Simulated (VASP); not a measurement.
## MoAu2: single point with PBE

The system is MoAu2.

```
Mo Au
1.0
    -1.73559    1.73559    4.26614
     1.73559   -1.73559    4.26614
     1.73559    1.73559   -4.26614
Mo Au
1 2
Direct
  0.00000 0.00000 0.00000
  0.66586 0.66586 0.00000
  0.33414 0.33414 0.00000
```

| Property | Result |
| --- | --- |
| Program | VASP 6.6.1 |
| Task | single point |
| Functional | PBE |
| Potentials or basis | VASP PAW PBE potentials, release 64 (Mo_sv, Au) |
| Cutoff | 520 eV |
| k mesh | 6 × 6 × 6 |
| Occupations | gaussian, width 0.1 eV |
| Spin | no spin polarisation |
| Dipole correction | no |
| Further INCAR settings | ALGO = Normal; EDIFF = 1e-06; NBANDS = 25 |

```yaml
Pressure: -0.1 GPa
Largest_force: 0.016 eV/Å
Band_gap_on_the_k_mesh: zero (band 18 reaches 11.01 eV, above the bottom of band 19 at 9.83 eV)
```

Forces on the atoms (eV/Å):
```
Mo   0.000  0.000  0.000
Au   0.000  0.000  0.016
Au   0.000  0.000 -0.016
```

Stress tensor (GPa, compression positive):
```
-0.16  0.00  0.00
 0.00 -0.16  0.00
 0.00  0.00  0.02
```

Levels at points of the mesh, in eV from the Fermi level:
```
           k point  band 16  band 17  band 18  band 19  band 20  band 21
(0.00, 0.00, 0.00)    -2.59    -0.89    -0.89    -0.65     0.81     2.43
(0.50, 0.00, 0.00)    -2.61    -0.91     0.06     0.10     0.34     0.95
(0.50, 0.50, 0.00)    -2.84    -1.24    -0.18     0.26     1.18     1.74
(0.50, 0.50, 0.50)    -3.02    -0.98     0.52     0.52     0.75     1.08
```

Run time: 44 s on 1 thread of Intel(R) Xeon(R) Platinum 8488C (Sapphire Rapids), on a shared host, peak memory 0.25 GiB.

Caveat: the k points lie up to 0.43 Å⁻¹ apart; spin-orbit coupling is left out, which moves the levels of the heavy elements.
